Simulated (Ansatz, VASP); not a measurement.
## TaN: VASP beside Ansatz

File INCAR:

```
PREC = Accurate ; ENCUT = 600
EDIFF = 1E-6 ; ISMEAR = -1
SIGMA = 0.02 ; LREAL = False
LASPH = True ; NELM = 120
ALGO = Normal ; ISIF = 2
LWAVE = False ; LCHARG = False
GGA = PE ; NBANDS = 15
GGA_COMPAT = False
```

KPOINTS

```
Automatic mesh
0
Gamma
  9 9 9
```

The input POSCAR:

```
TaN
1.0
    0.0000000000      2.1790000000      2.1136300000
    2.1790000000      0.0000000000      2.1136300000
    2.1790000000      2.1790000000      0.0000000000
Ta N
1 1
Direct
    0.5000000000      0.5000000000      0.5000000000
    0.0000000000      0.0000000000      0.0000000000
```

Input for Ansatz:

```yaml
crystal:
  lattice:
    - [0.0, 2.179, 2.11363]
    - [2.179, 0.0, 2.11363]
    - [2.179, 2.179, 0.0]
  atoms:
    - { symbol: Ta, position: [0.5, 0.5, 0.5] }
    - { symbol: "N", position: [0.0, 0.0, 0.0] }
kpoints:
  mp_grid: { grid: [9, 9, 9] }
  band_path:
    path:
      - [0.0, 0.0, 0.0]
      - [0.0, 0.5, 0.5]
      - [0.25, 0.75, 0.5]
      - [0.0, 0.5, 0.0]
      - [0.0, 0.0, 0.0]
      - [0.5, 0.5, 0.0]
      - [0.3828515251, 0.6171484749, 0.0]
      - [-0.3828515251, 0.3828515251, 0.0]
      - [0.0, 0.0, 0.0]
    npoints: 5
scf:
  occupations: { method: fermi_dirac, width: 0.02 }
hamiltonian:
  xc: pbe
  pseudopotentials: { kind: all_electron, lapw: { basis_error: 0.0005 } }
output:
  forces: true
  stress: true
  eigenvalues: true
```

Change from the starting cell: zz strain of -3 %.

Alike in both runs: task single point; functional PBE; k mesh 9 × 9 × 9; occupations fermi-dirac, width 0.02 eV; no spin polarisation.

```csv
,VASP,Ansatz
version,VASP 6.6.1,Ansatz 0.2.0
potentials or method,"VASP PAW PBE potentials, release 64 (Ta_pv, N), cutoff 600 eV","all-electron LAPW, scalar-relativistic"
```

Ansatz gave:

```
pressure (GPa)                                                : 28.1
traceless stress, the component that is largest in VASP (GPa) : 17.20
```

Task: What did VASP give for the same quantities?

Result: Pressure (GPa): 29.2; traceless stress, the component that is largest in VASP (GPa): 17.54.

Both programs put the cell under a high pressure, so it lies far from rest at this level. Ansatz ran all-electron here, and VASP with PAW potentials.

Neither program's run includes spin-orbit coupling.
